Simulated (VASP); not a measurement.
Here is a VASP 6.6.1 calculation.

File POSCAR:

```
TiO2
1.0
   -3.7779444200      0.0000000000      0.0000000000
    0.0000000000     -3.7779444200      0.0000000000
    0.0000000000      0.0000000000     10.0827978520
Ti O
4 8
Direct
    0.0000000000      0.0000000000      0.8316092660
    0.5000000000      0.5000000000      0.3564039711
    0.5000000000      0.0000000000      0.5940066185
    0.0000000000      0.5000000000      0.1188013237
    0.5000000000      0.5000000000      0.5534284020
    1.0000000000      1.0000000000      0.0782231072
    0.5000000000      0.0000000000      0.7910310494
    0.0000000000      0.5000000000      0.3158257546
    0.5000000000      0.0000000000      0.3969821877
    0.0000000000      0.5000000000      0.8721874825
    0.0000000000      0.0000000000      0.6345848351
    0.5000000000      0.5000000000      0.1593795403
```

File INCAR.step1:

```
SYSTEM = TiO2
PREC = Accurate ; ENCUT = 520
ISMEAR = 0 ; SIGMA = 0.05
LREAL = .False. ; LASPH = .True.
NELM = 60 ; NBANDS = 60
GGA = PE ; ALGO = Normal
EDIFF = 1E-4 ; LWAVE = .True.
LCHARG = .False.
```

File INCAR.step2:

```
SYSTEM = TiO2
PREC = Accurate ; ENCUT = 520
EDIFF = 1E-6 ; ISMEAR = 0
SIGMA = 0.05 ; LREAL = .False.
LASPH = .True. ; NELM = 60
ALGO = Normal ; ISIF = 2
LWAVE = .False. ; LCHARG = .True.
METAGGA = R2SCAN ; LMIXTAU = .True.
LELF = .True. ; LVHAR = .True.
NBANDS = 60 ; ISTART = 1
```

File KPOINTS:

```
regular mesh
0
Gamma
  6 6 3
  0 0 0
```

Potentials or basis: VASP PAW PBE potentials, release 64 (Ti_sv, O).

Run with:

```bash
$ cat potpaw_PBE.64/Ti_sv/POTCAR potpaw_PBE.64/O/POTCAR > POTCAR
$ cp INCAR.step1 INCAR
$ mpirun -np 1 vasp_std > vasp.out
$ cp INCAR.step2 INCAR
$ mpirun -np 1 vasp_std > vasp.out
```

Estimate the pressure.

-5.1 GPa.

Predict the band gap on the k mesh.

2.21 eV, indirect (least direct gap 2.46 eV).

What does it give for the largest force?

1.149 eV/Å.

Forces in eV/Å, atoms in the order of the input:
```
Ti   0.000  0.000  0.485
Ti   0.000  0.000 -0.161
Ti   0.000  0.000  0.161
Ti   0.000  0.000 -0.485
O    0.000  0.000 -0.056
O    0.000  0.000 -1.149
O    0.000  0.000  0.023
O    0.000  0.000 -0.429
O    0.000  0.000  0.056
O    0.000  0.000  1.149
O    0.000  0.000  0.429
O    0.000  0.000 -0.023
```

Caveat: the PAW data sets were made with another functional, which shifts forces and pressure a little. r2SCAN opens gaps a little over a GGA but as a rule still falls short of measured ones.
